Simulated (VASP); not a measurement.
# W3N4 (Pm-3m) in VASP: single point with r2SCAN+U

Aim: the single point of W3N4 with r2SCAN+U.

All numbers are computed with VASP 6.6.1; they aren't measurements. Logs are shortened: lines on timing, memory, paths and dates and some standing lists are left out, and cuts for length are marked.

**1. The cell of the first run**

The structure is cubic, space group Pm-3m (No. 221). Conventional cell: a = 4.122 Å, b = 4.122 Å, c = 4.122 Å, α = 90.00°, β = 90.00°, γ = 90.00°. W (site symmetry 4/mmm) has 6 N at 2.06 Å within 2.7 Å. N (site symmetry m-3m) has 6 W at 2.06 Å within 2.7 Å. N (site symmetry 4/mmm) has 4 W at 2.06 Å within 2.7 Å.

**2. Single point, r2SCAN+U, collinear spin, zero start**

Contents of POSCAR:

```
W3N4
1.0
    4.1219995300      0.0000000000      0.0000000000
    0.0000000000      4.1219995300      0.0000000000
    0.0000000000      0.0000000000      4.1219995300
W N
3 4
Direct
    0.5000000000      0.5000000000      0.0000000000
    0.0000000000      0.5000000000      0.5000000000
    0.5000000000      0.0000000000      0.5000000000
    0.5000000000      0.5000000000      0.5000000000
    0.5000000000      0.0000000000      0.0000000000
    0.0000000000      0.5000000000      0.0000000000
    0.0000000000      0.0000000000      0.5000000000
```

Contents of INCAR.step1:

```
  PREC = Accurate
  ENCUT = 520
  ISMEAR = 0
  SIGMA = 0.05
  LREAL = False
  LASPH = True
  NELM = 150
  ISPIN = 2
  MAGMOM = 0 0 0 0 0 0 0
  LMAXMIX = 4
  LDAU = True
  LDAUTYPE = 2
  LDAUL = 2 -1
  LDAUU = 1 0
  LDAUJ = 0 0
  NBANDS = 44
  GGA = PE
  ALGO = Normal
  EDIFF = 1E-4
  LWAVE = True
  LCHARG = False
```

Contents of INCAR.step2:

```
  PREC = Accurate
  ENCUT = 520
  EDIFF = 1E-6
  ISMEAR = 0
  SIGMA = 0.05
  LREAL = False
  LASPH = True
  NELM = 150
  ALGO = Normal
  ISIF = 2
  LWAVE = False
  LCHARG = False
  ISPIN = 2
  MAGMOM = 0 0 0 0 0 0 0
  LORBIT = 11
  LMAXMIX = 4
  LDAU = True
  LDAUTYPE = 2
  LDAUL = 2 -1
  LDAUU = 1 0
  LDAUJ = 0 0
  LDAUPRINT = 1
  METAGGA = R2SCAN
  LMIXTAU = True
  NBANDS = 44
  ISTART = 1
```

Contents of KPOINTS:

```
regular mesh
0
Gamma
  5 5 5
```

Potentials or basis: VASP PAW PBE potentials, release 64 (W_sv, N).

The run is started by

```sh
$ cat potpaw_PBE.64/W_sv/POTCAR potpaw_PBE.64/N/POTCAR > POTCAR
$ cp INCAR.step1 INCAR
$ mpirun -np 1 vasp_std > vasp.out
$ cp INCAR.step2 INCAR
$ mpirun -np 1 vasp_std > vasp.out
```

OUTCAR:

```text
PREC = Accurate
   ENCUT = 520
   EDIFF = 1E-6
   ISMEAR = 0
   LREAL = False
   LASPH = True
   NELM = 150
   ISIF = 2
   ISPIN = 2
   LORBIT = 11
   METAGGA = R2SCAN
   ISTART = 1

 ion  position               nearest neighbor table
   1  0.500  0.500  0.000-   4 2.06   5 2.06   6 2.06   4 2.06   5 2.06   6 2.06   3 2.91   3 2.91
                             3 2.91   2 2.91   3 2.91   2 2.91   2 2.91   2 2.91
   2  0.000  0.500  0.500-   4 2.06   6 2.06   7 2.06   6 2.06   7 2.06   4 2.06   3 2.91   3 2.91
                             1 2.91   1 2.91   3 2.91   1 2.91   1 2.91   3 2.91
   3  0.500  0.000  0.500-   4 2.06   5 2.06   7 2.06   5 2.06   4 2.06   7 2.06   2 2.91   1 2.91
                             2 2.91   1 2.91   1 2.91   2 2.91   1 2.91   2 2.91
   4  0.500  0.500  0.500-   1 2.06   2 2.06   3 2.06   1 2.06   3 2.06   2 2.06
   5  0.500  0.000  0.000-   1 2.06   3 2.06   3 2.06   1 2.06
   6  0.000  0.500  0.000-   1 2.06   2 2.06   2 2.06   1 2.06
   7  0.000  0.000  0.500-   2 2.06   3 2.06   2 2.06   3 2.06

  LATTYP: Found a simple cubic cell.
 ALAT       =     4.1219995300

  Lattice vectors:

 A1 = (   4.1219995300,   0.0000000000,   0.0000000000)
 A2 = (   0.0000000000,   4.1219995300,   0.0000000000)
 A3 = (   0.0000000000,   0.0000000000,   4.1219995300)

Analysis of symmetry for initial positions (statically):
=====================================================================
 Subroutine PRICEL returns:
 Original cell was already a primitive cell.

 Routine SETGRP: Setting up the symmetry group for a
 simple cubic supercell.

 Subroutine GETGRP returns: Found 48 space group operations
 (whereof 48 operations were pure point group operations)
 out of a pool of 48 trial point group operations.

The static configuration has the point symmetry O_h .

Analysis of symmetry for dynamics (positions and initial velocities):
=====================================================================
 Subroutine PRICEL returns:
 Original cell was already a primitive cell.

 Routine SETGRP: Setting up the symmetry group for a
 simple cubic supercell.

 Subroutine GETGRP returns: Found 48 space group operations
 (whereof 48 operations were pure point group operations)
 out of a pool of 48 trial point group operations.

The dynamic configuration has the point symmetry O_h .

Analysis of structural, dynamic, and magnetic symmetry:
=====================================================================
 Subroutine PRICEL returns:
 Original cell was already a primitive cell.

 Routine SETGRP: Setting up the symmetry group for a
 simple cubic supercell.

 Subroutine GETGRP returns: Found 48 space group operations
 (whereof 48 operations were pure point group operations)
 out of a pool of 48 trial point group operations.

The overall configuration has the point symmetry O_h .

 Subroutine INISYM returns: Found 48 space group operations
 (whereof 48 operations are pure point group operations),
 and found     1 'primitive' translations

----------------------------------------------------------------------------------------

                                     Primitive cell

  volume of cell :      70.0364

  direct lattice vectors                    reciprocal lattice vectors
     4.121999530  0.000000000  0.000000000     0.242600707  0.000000000  0.000000000
     0.000000000  4.121999530  0.000000000     0.000000000  0.242600707  0.000000000
     0.000000000  0.000000000  4.121999530     0.000000000  0.000000000  0.242600707

  length of vectors
     4.121999530  4.121999530  4.121999530     0.242600707  0.242600707  0.242600707

  position of ions in fractional coordinates (direct lattice)
     0.500000000  0.500000000  0.000000000
     0.000000000  0.500000000  0.500000000
     0.500000000  0.000000000  0.500000000
     0.500000000  0.500000000  0.500000000
[... 90 lines left out ...]
     AMIX_MAG =   1.60;   BMIX_MAG =  1.00
  volume/ion in A,a.u.               =      10.01        67.52
  Fermi-wavevector in a.u.,A,eV,Ry     =   1.571921  2.970500 33.619132  2.470936
  Thomas-Fermi vector in A             =   2.673433
   LORBIT       =     11    0 simple, 1 ext, 2 COOP (PROOUT), +10 PAW based schemes
 LDA+U is selected, type is set to LDAUTYPE =  2
   angular momentum for each species LDAUL =     2   -1
   U (eV)           for each species LDAUU =   1.0  0.0
   J (eV)           for each species LDAUJ =   0.0  0.0
   METAGGA = R2SCAN    functional components
   LHFCALC =     F    Hartree Fock is set to
   AEXX    =    0.0000 exact exchange contribution
   IVDW    =     0    specifies the selected vdW correction
   LEPSILON=     F    determine dielectric tensor
   LRPA    =     F    only Hartree local field effects (RPA)
 spin polarized calculation
 Gauss-broadening in eV      SIGMA  =   0.05
  energy-cutoff  :      520.00
  volume of cell :       70.04
 maximum number of plane-waves:      1895
 NGX is ok and might be reduce to    32
   NGX = 15   NGY = 15   NGZ = 15

 number of electron      62.0000007 magnetization       0.0000000

atom =   1  type =  1  l = 2

 onsite density matrix

spin component  1
[... 83 lines left out ...]
  o =  0.3156  v =  0.0000  0.0000  0.0000  0.0000  0.0000  0.0000 -0.0000  0.5000 -0.0000  0.8660      0.0000  0.0000  0.0000  0.0000  0.0000  0.0000  0.0000  0.0000  0.0000  0.0000
  o =  0.3156  v =  0.0000 -0.0000  0.5000 -0.0000  0.8660  0.0000  0.0000  0.0000  0.0000  0.0000      0.0000  0.0000  0.0000  0.0000  0.0000  0.0000  0.0000  0.0000  0.0000  0.0000
  o =  0.3247  v =  0.0000  0.0000  0.0000  0.0000  0.0000  0.0000  0.0000 -0.8660 -0.0000  0.5000      0.0000  0.0000  0.0000  0.0000  0.0000  0.0000  0.0000  0.0000  0.0000  0.0000
  o =  0.3247  v =  0.0000  0.0000 -0.8660  0.0000  0.5000  0.0000  0.0000  0.0000  0.0000  0.0000      0.0000  0.0000  0.0000  0.0000  0.0000  0.0000  0.0000  0.0000  0.0000  0.0000
  o =  0.3269  v =  0.0000  0.0000 -0.0000 -1.0000  0.0000  0.0000  0.0000  0.0000  0.0000  0.0000      0.0000  0.0000  0.0000  0.0000  0.0000  0.0000  0.0000  0.0000  0.0000  0.0000
  o =  0.3269  v =  0.0000  0.0000  0.0000  0.0000  0.0000  0.0000 -0.0000  0.0000 -1.0000 -0.0000      0.0000  0.0000  0.0000  0.0000  0.0000  0.0000  0.0000  0.0000  0.0000  0.0000
  o =  0.3807  v =  1.0000  0.0000  0.0000  0.0000  0.0000  0.0000  0.0000  0.0000  0.0000  0.0000      0.0000  0.0000  0.0000  0.0000  0.0000  0.0000  0.0000  0.0000  0.0000  0.0000
  o =  0.3807  v =  0.0000  1.0000  0.0000  0.0000  0.0000  0.0000  0.0000  0.0000  0.0000  0.0000      0.0000  0.0000  0.0000  0.0000  0.0000  0.0000  0.0000  0.0000  0.0000  0.0000
  o =  0.3807  v =  0.0000  0.0000  0.0000  0.0000  0.0000  1.0000  0.0000  0.0000  0.0000  0.0000      0.0000  0.0000  0.0000  0.0000  0.0000  0.0000  0.0000  0.0000  0.0000  0.0000
  o =  0.3807  v =  0.0000  0.0000  0.0000  0.0000  0.0000  0.0000  1.0000  0.0000 -0.0000  0.0000      0.0000  0.0000  0.0000  0.0000  0.0000  0.0000  0.0000  0.0000  0.0000  0.0000

 number of electron      62.0000007 magnetization      -0.0000000

 Free energy of the ion-electron system (eV)
  ---------------------------------------------------
  ext. energy  EPLUGINS =         0.00000000
  ---------------------------------------------------
  free energy    TOTEN  =      -187.91095835 eV

  energy without entropy =     -187.91010155  energy(sigma->0) =     -187.91052995

 E-fermi :  11.7429     XC(G=0): -14.4300

 val. band max:       11.6222140536   @ k =   0.2000   0.0000   0.0000
 cond. band min:      11.7771395305   @ k =   0.4000   0.0000   0.0000
 fundamental gap:      0.1549254769
 Fermi energy:        11.7429261591

 spin component 1

 k-point     1 :       0.0000    0.0000    0.0000
  band No.  band energies     occupation
      1     -66.3251      1.00000
      2     -66.2279      1.00000
      3     -66.2279      1.00000
      4     -30.3850      1.00000
      5     -30.3850      1.00000
      6     -30.3850      1.00000
[... 449 lines left out ...]
     42      19.5486      0.00000
     43      19.5486      0.00000
 Fermi energy:        11.7429261591

 spin component 2

 k-point     1 :       0.0000    0.0000    0.0000
  band No.  band energies     occupation
      1     -66.3251      1.00000
      2     -66.2279      1.00000
      3     -66.2279      1.00000
      4     -30.3850      1.00000
      5     -30.3850      1.00000
      6     -30.3850      1.00000
[... 449 lines left out ...]
     42      19.5486      0.00000
     43      19.5486      0.00000
 [bands above 43 left out]

------------------------ aborting loop because EDIFF is reached ----------------------------------------

  FORCE on cell =-STRESS in cart. coord.  units (eV):
  Direction    XX          YY          ZZ          XY          YZ          ZX
  --------------------------------------------------------------------------------------
  -------------------------------------------------------------------------------------
  Total       11.4632296     11.4632296     11.4632296      0.0000000      0.0000000     -0.0000000
  in kB      262.2368734    262.2368734    262.2368734      0.0000000      0.0000000     -0.0000000
  external PRESSURE =     262.2368734 kB  Pullay stress =       0.0000000 kB

 VOLUME and BASIS-vectors are now :
 -----------------------------------------------------------------------------
  energy-cutoff  :      520.00
  volume of cell :       70.04
      direct lattice vectors                 reciprocal lattice vectors
     4.121999530  0.000000000  0.000000000     0.242600707  0.000000000  0.000000000
     0.000000000  4.121999530  0.000000000     0.000000000  0.242600707  0.000000000
     0.000000000  0.000000000  4.121999530     0.000000000  0.000000000  0.242600707

 POSITION                                       TOTAL-FORCE (eV/Angst)
 -----------------------------------------------------------------------------------
      2.06100      2.06100      0.00000         0.000000      0.000000      0.000000
      0.00000      2.06100      2.06100         0.000000      0.000000      0.000000
      2.06100      0.00000      2.06100         0.000000      0.000000      0.000000
      2.06100      2.06100      2.06100         0.000000      0.000000      0.000000
      2.06100      0.00000      0.00000         0.000000      0.000000      0.000000
      0.00000      2.06100      0.00000         0.000000      0.000000      0.000000
      0.00000      0.00000      2.06100         0.000000      0.000000      0.000000
 -----------------------------------------------------------------------------------
    total drift:                                0.000000     -0.000000     -0.000000

  FREE ENERGIE OF THE ION-ELECTRON SYSTEM (eV)
  ---------------------------------------------------
  free  energy   TOTEN  =      -187.9109583498 eV

  energy  without entropy=     -187.9101015544  energy(sigma->0) =     -187.91052995

 total charge

# of ion       s       p       d       tot
------------------------------------------
    1        2.321   6.430   3.397  12.148
    2        2.321   6.430   3.397  12.148
    3        2.321   6.430   3.397  12.148
    4        1.251   2.707   0.000   3.958
    5        1.260   2.554   0.000   3.814
    6        1.260   2.554   0.000   3.814
    7        1.260   2.554   0.000   3.814
--------------------------------------------------
tot         11.995  29.657  10.192  51.843

 magnetization (x)

# of ion       s       p       d       tot
------------------------------------------
    1       -0.000  -0.000   0.000   0.000
    2       -0.000  -0.000   0.000   0.000
    3       -0.000  -0.000   0.000   0.000
    4       -0.000   0.000   0.000   0.000
    5       -0.000   0.000   0.000   0.000
    6       -0.000   0.000   0.000   0.000
    7       -0.000   0.000   0.000   0.000
--------------------------------------------------
tot         -0.000   0.000   0.000   0.000
```

Run time: 3.8 min. Hardware: 1 thread of Intel Xeon Platinum 8259CL at 2.50GHz (Skylake/Cascade Lake), shared host; peak memory 0.23 GiB.

Results:

```
Free energy                                           : -187.9110 eV
Pressure                                              : 26.2 GPa
Band gap on the k mesh                                : zero (filled and empty bands overlap)
Net moment                                            : 0.00 μB per cell
Valence electrons inside the program's atomic spheres : W 12.15; N 3.96, 3.81 (each value once)
```

Eigenvalues of the final occupation matrices:
| site | spin | trace | eigenvalues |
| --- | --- | --- | --- |
| site 1 d | 1 | 1.73 | 0.32 0.32 0.33 0.38 0.38 |
| site 1 d | 2 | 1.73 | 0.32 0.32 0.33 0.38 0.38 |
| site 2 d | 1 | 1.73 | 0.32 0.32 0.33 0.38 0.38 |
| site 2 d | 2 | 1.73 | 0.32 0.32 0.33 0.38 0.38 |
| site 3 d | 1 | 1.73 | 0.32 0.32 0.33 0.38 0.38 |
| site 3 d | 2 | 1.73 | 0.32 0.32 0.33 0.38 0.38 |

Caveat: the cell stands under pressure; the PAW data sets were made with another functional, which shifts forces and pressure a little; spin-orbit coupling is left out, which moves the levels of the heavy elements.
